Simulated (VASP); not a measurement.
# NaF (Villiaumite) (Fm-3m) in VASP: further runs, part 2 of 2

VASP 6.6.1. Earlier steps stand in the parts before.

**4. Single point, r2SCAN (volume scaled by 1.06)**

The input, POSCAR:

```
NaF
1.0
    0.0000000000      2.3421204025      2.3421204025
    2.3421204025      0.0000000000      2.3421204025
    2.3421204025      2.3421204025      0.0000000000
Na F
1 1
Direct
    0.0000000000      0.0000000000      0.0000000000
    0.5000000000      0.5000000000      0.5000000000
```

The input, INCAR.step1:

```
SYSTEM = NaF
PREC = Accurate ; ENCUT = 520
ISMEAR = 0 ; SIGMA = 0.02
LREAL = .False. ; LASPH = .True.
NELM = 80 ; NBANDS = 14
GGA = PE ; ALGO = Normal
EDIFF = 1E-4 ; LWAVE = .True.
LCHARG = .False.
```

The input, INCAR.step2:

```
SYSTEM = NaF
PREC = Accurate ; ENCUT = 520
EDIFF = 1E-6 ; ISMEAR = 0
SIGMA = 0.02 ; LREAL = .False.
LASPH = .True. ; NELM = 80
ALGO = Normal ; ISIF = 2
LWAVE = .False. ; LCHARG = .False.
METAGGA = R2SCAN ; LMIXTAU = .True.
NBANDS = 14 ; ISTART = 1
```

The input, KPOINTS:

```
Automatic mesh
0
Gamma
  8 8 8
  0 0 0
```

Potentials or basis: VASP PAW PBE potentials, release 64 (Na_pv, F).

Run with:

```bash
cat potpaw_PBE.64/Na_pv/POTCAR potpaw_PBE.64/F/POTCAR > POTCAR
cp INCAR.step1 INCAR
mpirun -np 1 vasp_std > vasp.out
cp INCAR.step2 INCAR
mpirun -np 1 vasp_std > vasp.out
```

OUTCAR:

```text
SYSTEM = NaF
   PREC = Accurate
   ENCUT = 520
   EDIFF = 1E-6
   ISMEAR = 0
   LREAL = .False.
   LASPH = .True.
   NELM = 80
   ISIF = 2
   METAGGA = R2SCAN
   ISTART = 1

 ion  position               nearest neighbor table
   1  0.000  0.000  0.000-   2 2.34   2 2.34   2 2.34   2 2.34   2 2.34   2 2.34
   2  0.500  0.500  0.500-   1 2.34   1 2.34   1 2.34   1 2.34   1 2.34   1 2.34

  LATTYP: Found a face centered cubic cell.
 ALAT       =     4.6842408050

  Lattice vectors:

 A1 = (   0.0000000000,   2.3421204025,   2.3421204025)
 A2 = (   2.3421204025,   0.0000000000,   2.3421204025)
 A3 = (   2.3421204025,   2.3421204025,   0.0000000000)

Analysis of symmetry for initial positions (statically):
=====================================================================
 Subroutine PRICEL returns:
 Original cell was already a primitive cell.

 Routine SETGRP: Setting up the symmetry group for a
 face centered cubic supercell.

 Subroutine GETGRP returns: Found 48 space group operations
 (whereof 48 operations were pure point group operations)
 out of a pool of 48 trial point group operations.

The static configuration has the point symmetry O_h .

Analysis of symmetry for dynamics (positions and initial velocities):
[... 170 lines left out ...]
      2     -22.4559      2.00000
      3     -22.4555      2.00000
      4     -22.4555      2.00000
      5      -2.8561      2.00000
      6      -2.8560      2.00000
      7      -2.8560      2.00000
      8       4.1361      0.00000
      9      16.6930      0.00000
     10      16.6930      0.00000
     11      16.6930      0.00000
     12      19.2589      0.00000
     13      21.8586      0.00000
     14      21.8586      0.00000
[... 377 lines left out ...]
      1     -23.3482      2.00000
      2     -22.5013      2.00000
      3     -22.4819      2.00000
      4     -22.0654      2.00000
      5      -4.0809      2.00000
      6      -3.4064      2.00000
      7      -3.1804      2.00000
      8       9.5516      0.00000
      9      10.5132      0.00000
     10      15.1777      0.00000
     11      16.8966      0.00000
     12      20.0146      0.00000
     13      21.0077      0.00000
     14      25.8257      0.00000

 [... further k-points ...]
[... 5 lines left out ...]
  --------------------------------------------------------------------------------------
  -------------------------------------------------------------------------------------
  Total       -0.5285666     -0.5285666     -0.5285666      0.0000000     -0.0000000      0.0000000
  in kB      -32.9573781    -32.9573781    -32.9573781      0.0000000     -0.0000000      0.0000000
  external PRESSURE =     -32.9573781 kB  Pullay stress =       0.0000000 kB

 VOLUME and BASIS-vectors are now :
 -----------------------------------------------------------------------------
  energy-cutoff  :      520.00
  volume of cell :       25.70
      direct lattice vectors                 reciprocal lattice vectors
     0.000000000  2.342120402  2.342120402    -0.213481766  0.213481766  0.213481766
     2.342120402  0.000000000  2.342120402     0.213481766 -0.213481766  0.213481766
     2.342120402  2.342120402  0.000000000     0.213481766  0.213481766 -0.213481766

 POSITION                                       TOTAL-FORCE (eV/Angst)
 -----------------------------------------------------------------------------------
      0.00000      0.00000      0.00000        -0.000000      0.000000     -0.000000
      2.34212      2.34212      2.34212         0.000000     -0.000000      0.000000
 -----------------------------------------------------------------------------------
    total drift:                                0.000000      0.000000      0.000000

  FREE ENERGIE OF THE ION-ELECTRON SYSTEM (eV)
  ---------------------------------------------------
  free  energy   TOTEN  =       -12.5859777092 eV

  energy  without entropy=      -12.5859777092  energy(sigma->0) =      -12.58597771
```

OUTCAR.step1:

```text
SYSTEM = NaF
   PREC = Accurate
   ENCUT = 520
   ISMEAR = 0
   LREAL = .False.
   LASPH = .True.
[... 630 lines left out ...]
      0.00000      0.00000      0.00000        -0.000000      0.000000      0.000000
      2.34212      2.34212      2.34212         0.000000     -0.000000     -0.000000
 -----------------------------------------------------------------------------------
    total drift:                                0.000000      0.000000      0.000000

  FREE ENERGIE OF THE ION-ELECTRON SYSTEM (eV)
  ---------------------------------------------------
  free  energy   TOTEN  =        -8.5688010558 eV

  energy  without entropy=       -8.5688010558  energy(sigma->0) =       -8.56880106
```

It took 31 s on 1 thread of AMD EPYC 9R45 (Zen 5), shared host; peak memory 0.13 GiB.

What came out:

* Free energy: -12.5860 eV
* Pressure: -3.3 GPa
* Band gap on the k mesh: 6.99 eV, direct

Levels at points of the mesh, in eV from the valence-band top:
| k point | band 5 | band 6 | band 7 | band 8 | band 9 | band 10 |
| --- | --- | --- | --- | --- | --- | --- |
| (0.00, 0.00, 0.00) | 0.00 | 0.00 | 0.00 | 6.99 | 19.55 | 19.55 |
| (0.50, 0.00, 0.00) | -1.48 | -0.25 | -0.25 | 11.42 | 13.13 | 21.05 |
| (0.50, 0.50, 0.00) | -1.21 | -0.39 | -0.39 | 13.78 | 13.80 | 14.52 |

Caveat: the cell differs from its parent crystal (volume scaled by 1.06); the PAW data sets were made with another functional, which shifts forces and pressure a little.

**5. Relaxation of cell and atoms, r2SCAN**

This run uses another cell than the first one, of 12.49 Å³/atom, 1.030 times its volume.

The input, POSCAR:

```
NaF
1.0
    0.0000000000      2.3200000000      2.3200000000
    2.3200000000      0.0000000000      2.3200000000
    2.3200000000      2.3200000000      0.0000000000
Na F
1 1
Direct
    0.0000000000      0.0000000000      0.0000000000
    0.5000000000      0.5000000000      0.5000000000
```

The input, INCAR.step1:

```
SYSTEM = NaF
PREC = Accurate
ENCUT = 600
ISMEAR = 0
SIGMA = 0.02
LREAL = .False.
LASPH = .True.
NELM = 100
GGA = PE
ALGO = Normal
EDIFF = 1E-4
LWAVE = .True.
LCHARG = .False.
```

The input, INCAR.step2:

```
SYSTEM = NaF
PREC = Accurate
ENCUT = 600
EDIFF = 1E-6
ISMEAR = 0
SIGMA = 0.02
LREAL = .False.
LASPH = .True.
NELM = 100
ALGO = Normal
ISIF = 3
LWAVE = .False.
LCHARG = .False.
METAGGA = R2SCAN
LMIXTAU = .True.
IBRION = 2
NSW = 100
EDIFFG = -0.005
ISTART = 1
```

KPOINTS is that of step 4.

Run with:

```bash
cat potpaw_PBE.64/Na_pv/POTCAR potpaw_PBE.64/F/POTCAR > POTCAR
cp INCAR.step1 INCAR
mpirun -np 1 vasp_std > vasp.out
cp INCAR.step2 INCAR
mpirun -np 1 vasp_std > vasp.out
```

Wall time 1.9 min (1 thread of AMD EPYC 9R45 (Zen 5), shared host); peak memory 0.13 GiB.

The run converged. Its results:

- Free energy: -12.6093 eV
- Relaxed volume: 11.95 Å³/atom
- Relaxed cell: a = 3.233 Å, b = 3.233 Å, c = 3.233 Å, α = 60.00°, β = 60.00°, γ = 60.00°
- Space group after relaxing (to 0.05 Å): Fm-3m (No. 225)
- Energy gained by relaxing: 4.4 meV/atom
- Ionic steps: 5
- Pressure after relaxing: 0.0 GPa
- Band gap on the k mesh: 7.41 eV, direct

The path:
| step | energy change (eV) | largest force (eV/Å) | pressure (GPa) | volume (Å³) |
| --- | --- | --- | --- | --- |
| 1 | 0.0000 | 0.0000 | -2.25 | 24.97 |
| 2 | -0.0069 | 0.0000 | -1.01 | 24.35 |
| 3 | -0.0083 | 0.0000 | -0.45 | 24.09 |
| 4 | -0.0082 | 0.0000 | 0.79 | 23.57 |
| 5 | -0.0087 | 0.0000 | -0.01 | 23.90 |

Final structure:
```
Na F
1.0
     0.00000    2.28619    2.28619
     2.28619    0.00000    2.28619
     2.28619    2.28619    0.00000
Na F
1 1
Direct
  0.00000 0.00000 0.00000
  0.50000 0.50000 0.50000
```

Levels at points of the mesh, in eV from the valence-band top:
```tsv
k point	band 5	band 6	band 7	band 8	band 9	band 10
(0.00, 0.00, 0.00)	0.00	0.00	0.00	7.41	20.08	20.08
(0.50, 0.00, 0.00)	-1.64	-0.29	-0.29	11.89	13.77	21.87
(0.50, 0.50, 0.00)	-1.32	-0.42	-0.42	14.06	14.41	15.26
```

Caveat: the PAW data sets were made with another functional, which shifts forces and pressure a little. r2SCAN opens gaps a little over a GGA but as a rule still falls short of measured ones.

**6. Overview**

| task | cell | cutoff (eV) | gap on the mesh (eV) | pressure (GPa) |
| --- | --- | --- | --- | --- |
| single point | a = 3.249 Å, angles 60.0°, 2 atoms | 520 | 7.32 | -0.9 |
| single point | a = 3.281 Å, angles 60.0°, 2 atoms | 520 | 7.15 | -2.0 |
| single point | a = 3.312 Å, angles 60.0°, 2 atoms | 520 | 6.99 | -3.3 |
| relaxation of cell and atoms | relaxed from a = 3.281 Å, angles 60.0°, 2 atoms | 600 | 7.41 | 0.0 |

Alike in all rows: level r2SCAN; potentials or basis VASP PAW PBE potentials, release 64 (Na_pv, F); no spin polarisation; k mesh 8 × 8 × 8; smearing gaussian 0.02 eV.

Caveats: the PAW data sets were made with another functional, which shifts forces and pressure a little.

Total energies depend on the potentials used, so only differences within one code and one set of settings carry meaning.
